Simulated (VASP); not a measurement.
Runs of VASP 6.6.1 on V. The structure is that of space group Im-3m (No. 229), or close to it. The cells are those of the table. 

```csv
task,cell,k mesh,cutoff (eV),smearing,gap on the mesh (eV),pressure (GPa),relaxed volume (Å³/atom)
relaxation of cell and atoms,"relaxed from a = 2.535 Å, angles 109.5°, 1 atom",20 × 20 × 20,600,fermi-dirac 0.15 eV,none,0.0,(a)
single point,"a = 2.535 Å, angles 109.5°, 1 atom",20 × 20 × 20,520,gaussian 0.1 eV,none,0.4,-
relaxation of cell and atoms,"relaxed from a = 2.620 Å, angles 109.5°, 1 atom",10 × 10 × 10,600,gaussian 0.1 eV,none,-0.6,-
relaxation of cell and atoms,"relaxed from a = 2.541 Å, angles 109.5°, 1 atom",20 × 20 × 20,600,gaussian 0.1 eV,none,0.0,12.56
single point,"a = 2.620 Å, angles 109.5°, 1 atom",8 × 8 × 8,520,gaussian 0.1 eV,none,-18.2,-
single point,"a = 2.537 Å, angles 109.5°, 1 atom",20 × 20 × 20,520,fermi-dirac 0.15 eV,none,0.4,-
```

Alike in all rows: level LDA; potentials or basis VASP PAW LDA potentials, release 64 (V_sv); no spin polarisation.

Question: Fill in the values left out.

Answer: (a) 12.60.

Caveats: some runs use coarse meshes.

A gap of «none» marks levels without a gap at the run's occupations.
